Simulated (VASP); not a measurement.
# Be2C (Fm-3m) in VASP: further runs

Aim: see how the results for Be2C move with the level of theory and the settings. Levels: PBEsol, LDA, PBE, r2SCAN. Tasks: single point, relaxation of cell and atoms.

All numbers are computed with VASP 6.6.1; they aren't measurements. Logs are shortened: lines on timing, memory, paths and dates and some standing lists are left out, and cuts for length are marked.

## Step 1: The cell of the first run

The structure is cubic, space group Fm-3m (No. 225). The conventional cell has a = 4.311 Å, b = 4.311 Å, c = 4.311 Å, α = 90.00°, β = 90.00°, γ = 90.00°. Within 2.5 Å of Be (site symmetry -43m) lie 4 C at 1.87 Å and 6 Be at 2.16 Å. C (site symmetry m-3m) has 8 Be at 1.87 Å within 2.5 Å.

## Step 2: Single point, PBEsol

Input file INCAR:

```
  PREC = Accurate
  ENCUT = 600
  EDIFF = 1E-6
  ISMEAR = -1
  SIGMA = 0.02
  LREAL = F
  LASPH = T
  NELM = 120
  ALGO = Normal
  ISIF = 2
  LWAVE = F
  LCHARG = F
  GGA = PS
  NBANDS = 11
  GGA_COMPAT = F
```

Input file KPOINTS:

```
Automatic mesh
0
Gamma
  10 10 10
```

Input file POSCAR:

```
Be2C
1.0
    0.0000000000      2.1553712581      2.1553712581
    2.1553712581      0.0000000000      2.1553712581
    2.1553712581      2.1553712581      0.0000000000
Be C
2 1
Direct
    0.7500000000      0.7500000000      0.7500000000
    0.2500000000      0.2500000000      0.2500000000
    0.0000000000      0.0000000000      0.0000000000
```

Potentials or basis: VASP PAW PBE potentials, release 64 (Be, C).

Command:

```sh
$ cat potpaw_PBE.64/Be/POTCAR potpaw_PBE.64/C/POTCAR > POTCAR
$ mpirun -np 1 vasp_std > vasp.out
```

OUTCAR:

```text
PREC = Accurate
   ENCUT = 600
   EDIFF = 1E-6
   ISMEAR = -1
   LREAL = F
   LASPH = T
   NELM = 120
   ISIF = 2
   GGA = PS

 ion  position               nearest neighbor table
   1  0.750  0.750  0.750-   3 1.87   3 1.87   3 1.87   3 1.87   2 2.16   2 2.16   2 2.16   2 2.16
                             2 2.16   2 2.16
   2  0.250  0.250  0.250-   3 1.87   3 1.87   3 1.87   3 1.87   1 2.16   1 2.16   1 2.16   1 2.16
                             1 2.16   1 2.16
   3  0.000  0.000  0.000-   1 1.87   1 1.87   1 1.87   2 1.87   2 1.87   2 1.87   2 1.87   1 1.87

  LATTYP: Found a face centered cubic cell.
 ALAT       =     4.3107425162

  Lattice vectors:

 A1 = (   0.0000000000,   2.1553712581,   2.1553712581)
 A2 = (   2.1553712581,   0.0000000000,   2.1553712581)
 A3 = (   2.1553712581,   2.1553712581,   0.0000000000)

Analysis of symmetry for initial positions (statically):
=====================================================================
 Subroutine PRICEL returns:
 Original cell was already a primitive cell.

 Routine SETGRP: Setting up the symmetry group for a
 face centered cubic supercell.

 Subroutine GETGRP returns: Found 48 space group operations
 (whereof 48 operations were pure point group operations)
 out of a pool of 48 trial point group operations.

The static configuration has the point symmetry O_h .

Analysis of symmetry for dynamics (positions and initial velocities):
=====================================================================
 Subroutine PRICEL returns:
 Original cell was already a primitive cell.

 Routine SETGRP: Setting up the symmetry group for a
 face centered cubic supercell.

 Subroutine GETGRP returns: Found 48 space group operations
 (whereof 48 operations were pure point group operations)
 out of a pool of 48 trial point group operations.

The dynamic configuration has the point symmetry O_h .

 Subroutine INISYM returns: Found 48 space group operations
 (whereof 48 operations are pure point group operations),
 and found     1 'primitive' translations

----------------------------------------------------------------------------------------

                                     Primitive cell

  volume of cell :      20.0261

  direct lattice vectors                    reciprocal lattice vectors
     0.000000000  2.155371258  2.155371258    -0.231978597  0.231978597  0.231978597
     2.155371258  0.000000000  2.155371258     0.231978597 -0.231978597  0.231978597
     2.155371258  2.155371258  0.000000000     0.231978597  0.231978597 -0.231978597

  length of vectors
     3.048155265  3.048155265  3.048155265     0.401798716  0.401798716  0.401798716

  position of ions in fractional coordinates (direct lattice)
     0.750000000  0.750000000  0.750000000
     0.250000000  0.250000000  0.250000000
     0.000000000  0.000000000  0.000000000

  ion indices of the primitive-cell ions
   primitive index   ion index
                 1           1
                 2           2
                 3           3

----------------------------------------------------------------------------------------

 KPOINTS: Automatic mesh

Automatic generation of k-mesh.
 Grid dimensions read from file:
 generate k-points for:   10   10   10

 Generating k-lattice:

  Cartesian coordinates                     Fractional coordinates (reciprocal lattice)
    -0.023197860  0.023197860  0.023197860     0.100000000  0.000000000  0.000000000
     0.023197860 -0.023197860  0.023197860     0.000000000  0.100000000  0.000000000
     0.023197860  0.023197860 -0.023197860     0.000000000  0.000000000  0.100000000

  Length of vectors
     0.040179872  0.040179872  0.040179872

  Shift w.r.t. Gamma in fractional coordinates (k-lattice)
     0.000000000  0.000000000  0.000000000

 Subroutine IBZKPT returns following result:
 ===========================================

 Found     47 irreducible k-points:

 Following reciprocal coordinates:
            Coordinates               Weight
  0.000000  0.000000  0.000000      1.000000
[... 52 lines left out ...]
     10      19.0281      0.00000
     11      22.5270      0.00000

 k-point     4 :       0.3000    0.0000    0.0000
  band No.  band energies     occupation
      1      -5.9066      2.00000
      2       1.7973      2.00000
      3       6.3918      2.00000
      4       6.3918      2.00000
      5      13.2631      0.00000
      6      13.2631      0.00000
      7      14.3657      0.00000
      8      16.8559      0.00000
      9      19.6247      0.00000
     10      19.6247      0.00000
     11      23.8435      0.00000

 k-point     5 :       0.4000    0.0000    0.0000
  band No.  band energies     occupation
      1      -4.9673      2.00000
      2      -0.1239      2.00000
      3       6.0676      2.00000
      4       6.0676      2.00000
      5      12.9531      0.00000
      6      12.9531      0.00000
      7      14.8046      0.00000
      8      17.4065      0.00000
      9      21.3120      0.00000
     10      21.3120      0.00000
     11      24.7533      0.00000
[... 211 lines left out ...]
 k-point    21 :      -0.3000    0.2000    0.0000
  band No.  band energies     occupation
      1      -4.7986      2.00000
      2       0.8104      2.00000
      3       3.4278      2.00000
      4       5.7127      2.00000
      5      12.9812      0.00000
      6      15.0545      0.00000
      7      16.3076      0.00000
      8      17.8998      0.00000
      9      17.9627      0.00000
     10      22.6227      0.00000
     11      24.8900      0.00000

 k-point    22 :      -0.2000    0.2000    0.0000
  band No.  band energies     occupation
      1      -5.6577      2.00000
      2       2.3531      2.00000
      3       3.9036      2.00000
      4       6.5193      2.00000
      5      13.6086      0.00000
      6      14.3745      0.00000
      7      15.7129      0.00000
      8      16.4546      0.00000
      9      16.7624      0.00000
     10      23.2756      0.00000
     11      24.2982      0.00000

 k-point    23 :       0.3000    0.3000    0.0000
  band No.  band energies     occupation
      1      -5.4764      2.00000
      2       3.7036      2.00000
      3       4.0721      2.00000
      4       4.0721      2.00000
      5      10.7969      0.00000
      6      13.0119      0.00000
      7      17.4595      0.00000
      8      17.4595      0.00000
      9      20.9115      0.00000
     10      25.3094      0.00000
     11      25.3094      0.00000

 k-point    24 :       0.4000    0.3000    0.0000
  band No.  band energies     occupation
      1      -4.8038      2.00000
      2       2.2803      2.00000
      3       3.5875      2.00000
      4       3.7279      2.00000
      5      10.4688      0.00000
      6      13.6364      0.00000
      7      18.1491      0.00000
      8      18.3188      0.00000
      9      21.8378      0.00000
     10      24.8612      0.00000
     11      25.5979      0.00000

 [... further k-points ...]

------------------------ aborting loop because EDIFF is reached ----------------------------------------

  FORCE on cell =-STRESS in cart. coord.  units (eV):
  Direction    XX          YY          ZZ          XY          YZ          ZX
  --------------------------------------------------------------------------------------
  -------------------------------------------------------------------------------------
  Total        0.0704063      0.0704063      0.0704063      0.0000000      0.0000000      0.0000000
  in kB        5.6328168      5.6328168      5.6328168      0.0000000      0.0000000      0.0000000
  external PRESSURE =       5.6328168 kB  Pullay stress =       0.0000000 kB

 VOLUME and BASIS-vectors are now :
 -----------------------------------------------------------------------------
  energy-cutoff  :      600.00
  volume of cell :       20.03
      direct lattice vectors                 reciprocal lattice vectors
     0.000000000  2.155371258  2.155371258    -0.231978597  0.231978597  0.231978597
     2.155371258  0.000000000  2.155371258     0.231978597 -0.231978597  0.231978597
     2.155371258  2.155371258  0.000000000     0.231978597  0.231978597 -0.231978597

 POSITION                                       TOTAL-FORCE (eV/Angst)
 -----------------------------------------------------------------------------------
      3.23306      3.23306      3.23306        -0.000000     -0.000000     -0.000000
      1.07769      1.07769      1.07769         0.000000      0.000000      0.000000
      0.00000      0.00000      0.00000         0.000000     -0.000000     -0.000000
 -----------------------------------------------------------------------------------
    total drift:                               -0.000000     -0.000000      0.000000

  FREE ENERGIE OF THE ION-ELECTRON SYSTEM (eV)
  ---------------------------------------------------
  free  energy   TOTEN  =       -18.4128495958 eV

  energy  without entropy=      -18.4128495958  energy(sigma->0) =      -18.41284960
```

Wall time 3.7 s (1 thread of Intel Xeon 6975P-C (Granite Rapids), shared host); peak memory 0.14 GiB.

Results:

- Free energy: -18.4128 eV
- Pressure: 0.6 GPa
- Band gap on the k mesh: 1.07 eV, indirect (least direct gap 4.11 eV)

Caveat: the PAW data sets were made with another functional, which shifts forces and pressure a little. As with any semilocal functional, this PBEsol gap is likely too small.

## Step 3: Single point, LDA

This run uses another cell than the first one, of 6.48 Å³/atom, 0.971 times its volume.

Input file INCAR:

```
  ALGO = Normal
  EDIFF = 1E-6
  ENCUT = 600
  GGA = CA
  GGA_COMPAT = False
  ISIF = 2
  ISMEAR = -1
  LASPH = True
  LCHARG = True
  LELF = True
  LREAL = False
  LVHAR = True
  LWAVE = False
  NBANDS = 11
  NELM = 120
  PREC = Accurate
  SIGMA = 0.02
```

Input file KPOINTS:

```
k-points
0
Gamma
  10 10 10
```

Input file POSCAR:

```
Be2C
1.0
    0.0000000000      2.1341627969      2.1341627969
    2.1341627969      0.0000000000      2.1341627969
    2.1341627969      2.1341627969      0.0000000000
Be C
2 1
Direct
    0.7500000000      0.7500000000      0.7500000000
    0.2500000000      0.2500000000      0.2500000000
    0.0000000000      0.0000000000      0.0000000000
```

Potentials or basis: VASP PAW LDA potentials, release 64 (Be, C).

Command:

```sh
$ cat potpaw_LDA.64/Be/POTCAR potpaw_LDA.64/C/POTCAR > POTCAR
$ mpirun -np 1 vasp_std > vasp.out
```

It took 3.4 s on 1 thread of Intel Xeon 6975P-C (Granite Rapids), shared host; peak memory 0.12 GiB.

The run converged. Its results:

| Item | Value |
| --- | --- |
| Free energy | -19.4324 eV |
| Pressure | 0.5 GPa |
| Band gap on the k mesh | 1.20 eV, indirect (least direct gap 4.10 eV) |

Levels at points of the mesh, in eV from the valence-band top:
```csv
k point,band 1,band 2,band 3,band 4,band 5,band 6,band 7,band 8
"(0.00, 0.00, 0.00)",-15.17,0.00,0.00,0.00,4.10,4.10,4.10,7.35
"(0.50, 0.00, 0.00)",-12.21,-8.95,-1.91,-1.91,5.01,5.01,7.59,9.99
"(0.50, 0.50, 0.00)",-11.48,-6.85,-4.92,-4.92,1.20,6.10,13.55,13.55
```

A k mesh can miss the band edges.

## Step 4: Single point, PBE

This run uses another cell than the first one, of 6.76 Å³/atom, 1.012 times its volume.

Input file INCAR:

```
SYSTEM = Be2C
PREC = Accurate ; ENCUT = 600
EDIFF = 1E-6 ; ISMEAR = -1
SIGMA = 0.02 ; LREAL = .FALSE.
LASPH = .TRUE. ; NELM = 120
ALGO = Normal ; ISIF = 2
LWAVE = .FALSE. ; LCHARG = .FALSE.
GGA = PE ; NBANDS = 11
GGA_COMPAT = .FALSE.
```

Input file KPOINTS:

```
regular mesh
0
G
  10 10 10
  0 0 0
```

Input file POSCAR:

```
Be2C
1.0
    0.0000000000      2.1641921597      2.1641921597
    2.1641921597      0.0000000000      2.1641921597
    2.1641921597      2.1641921597      0.0000000000
Be C
2 1
Direct
    0.7500000000      0.7500000000      0.7500000000
    0.2500000000      0.2500000000      0.2500000000
    0.0000000000      0.0000000000      0.0000000000
```

Potentials or basis: VASP PAW PBE potentials, release 64 (Be, C).

Command:

```sh
$ cat potpaw_PBE.64/Be/POTCAR potpaw_PBE.64/C/POTCAR > POTCAR
$ mpirun -np 1 vasp_std > vasp.out
```

Run time: 3.9 s. Hardware: 1 thread of Intel Xeon 6975P-C (Granite Rapids), shared host; peak memory 0.14 GiB.

It converged, with:

* Free energy: -17.4569 eV
* Pressure: 0.3 GPa
* Band gap on the k mesh: 1.16 eV, indirect (least direct gap 4.13 eV)

Levels at points of the mesh, in eV from the valence-band top:
| k point | band 1 | band 2 | band 3 | band 4 | band 5 | band 6 | band 7 | band 8 |
| --- | --- | --- | --- | --- | --- | --- | --- | --- |
| (0.00, 0.00, 0.00) | -15.04 | 0.00 | 0.00 | 0.00 | 4.13 | 4.13 | 4.13 | 6.76 |
| (0.50, 0.00, 0.00) | -12.18 | -8.73 | -1.83 | -1.83 | 5.01 | 5.01 | 7.01 | 9.82 |
| (0.50, 0.50, 0.00) | -11.43 | -6.78 | -4.73 | -4.73 | 1.16 | 5.73 | 13.25 | 13.25 |

## Step 5: Single point, r2SCAN

This run uses another cell than the first one, of 6.72 Å³/atom, 1.007 times its volume.

Input file POSCAR:

```
Be2C
1.0
    0.0000000000      2.1604856457      2.1604856457
    2.1604856457      0.0000000000      2.1604856457
    2.1604856457      2.1604856457      0.0000000000
Be C
2 1
Direct
    0.7500000000      0.7500000000      0.7500000000
    0.2500000000      0.2500000000      0.2500000000
    0.0000000000      0.0000000000      0.0000000000
```

Input file INCAR.step1:

```
SYSTEM = Be2C
ALGO = Normal
EDIFF = 1E-5
ENCUT = 660
GGA = PE
GGA_COMPAT = .False.
ISMEAR = -1
LASPH = .True.
LCHARG = .False.
LREAL = .False.
LWAVE = .True.
NBANDS = 11
NELM = 120
PREC = Accurate
SIGMA = 0.02
```

Input file INCAR.step2:

```
SYSTEM = Be2C
ALGO = Normal
EDIFF = 1E-6
ENCUT = 660
GGA_COMPAT = .False.
ISIF = 2
ISMEAR = -1
ISTART = 1
LASPH = .True.
LCHARG = .False.
LMIXTAU = .True.
LREAL = .False.
LWAVE = .False.
METAGGA = R2SCAN
NBANDS = 11
NELM = 120
PREC = Accurate
SIGMA = 0.02
```

Input file KPOINTS:

```
k-points
0
Gamma
  10 10 10
  0 0 0
```

Command:

```sh
$ cat potpaw_PBE.64/Be/POTCAR potpaw_PBE.64/C/POTCAR > POTCAR
$ cp INCAR.step1 INCAR
$ mpirun -np 1 vasp_std > vasp.out
$ cp INCAR.step2 INCAR
$ mpirun -np 1 vasp_std > vasp.out
```

Run time: 36 s. Hardware: 1 thread of Intel Xeon 6975P-C (Granite Rapids), shared host; peak memory 0.16 GiB.

The run converged. Its results:

- Free energy: -19.4759 eV
- Pressure: 0.8 GPa
- Band gap on the k mesh: 1.53 eV, indirect (least direct gap 4.63 eV)

Levels at points of the mesh, in eV from the valence-band top:
| k point | band 1 | band 2 | band 3 | band 4 | band 5 | band 6 | band 7 | band 8 |
| --- | --- | --- | --- | --- | --- | --- | --- | --- |
| (0.00, 0.00, 0.00) | -15.98 | 0.00 | 0.00 | 0.00 | 4.63 | 4.63 | 4.63 | 7.46 |
| (0.50, 0.00, 0.00) | -13.01 | -9.11 | -1.91 | -1.91 | 5.54 | 5.54 | 7.62 | 10.83 |
| (0.50, 0.50, 0.00) | -12.19 | -7.15 | -4.93 | -4.93 | 1.53 | 6.21 | 14.46 | 14.46 |

Caveat: the PAW data sets were made with another functional, which shifts forces and pressure a little.

## Step 6: Relaxation of cell and atoms, PBE

This run uses another cell than the first one, of 6.74 Å³/atom, 1.010 times its volume.

Input file INCAR:

```
SYSTEM = Be2C
PREC     = Accurate       ! precision mode
ENCUT    = 600            ! plane-wave cutoff, eV
EDIFF    = 1E-7           ! SCF threshold, eV
ISMEAR   = -1             ! smearing method
SIGMA    = 0.02           ! smearing width, eV
LREAL    = .FALSE.        ! projectors in reciprocal space
LASPH    = .TRUE.         ! aspherical terms in the spheres
NELM     = 120            ! most SCF steps
ALGO     = Normal         ! electronic algorithm
ISIF     = 3              ! what is computed and relaxed
LWAVE    = .FALSE.        ! write WAVECAR
LCHARG   = .FALSE.        ! write CHGCAR
GGA      = PE             ! functional
IBRION   = 2              ! ionic algorithm
NSW      = 80             ! ionic steps
EDIFFG   = -0.005         ! ionic threshold
GGA_COMPAT= .FALSE.      
NELMIN   = 4
```

Input file KPOINTS:

```
regular mesh
0
G
  10 10 10
  0 0 0
```

Input file POSCAR:

```
Be2C
1.0
    0.0000000000      2.1622559729      2.1622559729
    2.1622559729      0.0000000000      2.1622559729
    2.1622559729      2.1622559729      0.0000000000
Be C
2 1
Direct
    0.7500000000      0.7500000000      0.7500000000
    0.2500000000      0.2500000000      0.2500000000
    0.0000000000      0.0000000000      0.0000000000
```

Potentials or basis: VASP PAW PBE potentials, release 64 (Be, C).

Command:

```sh
$ cat potpaw_PBE.64/Be/POTCAR potpaw_PBE.64/C/POTCAR > POTCAR
$ mpirun -np 1 vasp_std > vasp.out
```

Run time: 6.5 s. Hardware: 1 thread of Intel Xeon 6975P-C (Granite Rapids), shared host; peak memory 0.13 GiB.

It converged, with:

| Property | Result |
| --- | --- |
| Free energy | -17.4569 eV |
| Relaxed volume | 6.77 Å³/atom |
| Relaxed cell | a = 3.062 Å, b = 3.062 Å, c = 3.062 Å, α = 60.00°, β = 60.00°, γ = 60.00° |
| Space group after relaxing (to 0.05 Å) | Fm-3m (No. 225) |
| Energy gained by relaxing | 0.1 meV/atom |
| Ionic steps | 3 |
| Pressure after relaxing | 0.0 GPa |
| Band gap on the k mesh | 1.16 eV, indirect (least direct gap 4.13 eV) |

Step by step:
```csv
step,energy change (eV),largest force (eV/Å),pressure (GPa),volume (Å³)
1,0.0000,0.0000,0.81,20.22
2,-0.0002,0.0000,-0.19,20.32
3,-0.0002,0.0000,0.01,20.30
```

Final structure:
```
CELL_PARAMETERS angstrom
0.00000 2.16511 2.16511
2.16511 0.00000 2.16511
2.16511 2.16511 0.00000
ATOMIC_POSITIONS crystal
Be 0.75000 0.75000 0.75000
Be 0.25000 0.25000 0.25000
C 0.00000 0.00000 0.00000
```

Levels at points of the mesh, in eV from the valence-band top:
```
           k point  band 1  band 2  band 3  band 4  band 5  band 6  band 7  band 8
(0.00, 0.00, 0.00)  -15.03    0.00    0.00    0.00    4.13    4.13    4.13    6.74
(0.50, 0.00, 0.00)  -12.17   -8.72   -1.83   -1.83    5.00    5.00    7.00    9.81
(0.50, 0.50, 0.00)  -11.42   -6.77   -4.72   -4.72    1.16    5.72   13.24   13.24
```

A k mesh can miss the band edges. A hybrid or GW would open this gap; PBE tends to underestimate it.

## Step 7: Overview

| task | level | potentials or basis | cell | cutoff (eV) | gap on the mesh (eV) | pressure (GPa) |
| --- | --- | --- | --- | --- | --- | --- |
| single point | PBEsol | VASP PAW PBE potentials, release 64 (Be, C) | a = 3.048 Å, angles 60.0°, 3 atoms | 600 | 1.07 | 0.6 |
| single point | LDA | VASP PAW LDA potentials, release 64 (Be, C) | a = 3.018 Å, angles 60.0°, 3 atoms | 600 | 1.20 | 0.5 |
| single point | PBE | VASP PAW PBE potentials, release 64 (Be, C) | a = 3.061 Å, angles 60.0°, 3 atoms | 600 | 1.16 | 0.3 |
| single point | r2SCAN | VASP PAW PBE potentials, release 64 (Be, C) | a = 3.055 Å, angles 60.0°, 3 atoms | 660 | 1.53 | 0.8 |
| relaxation of cell and atoms | PBE | VASP PAW PBE potentials, release 64 (Be, C) | relaxed from a = 3.058 Å, angles 60.0°, 3 atoms | 600 | 1.16 | 0.0 |

Alike in all rows: no spin polarisation; k mesh 10 × 10 × 10; smearing fermi-dirac 0.02 eV.

Caveats: the PAW data sets were made with another functional, which shifts forces and pressure a little (some runs).

Absolute energies hang on the potentials; compare differences alone.
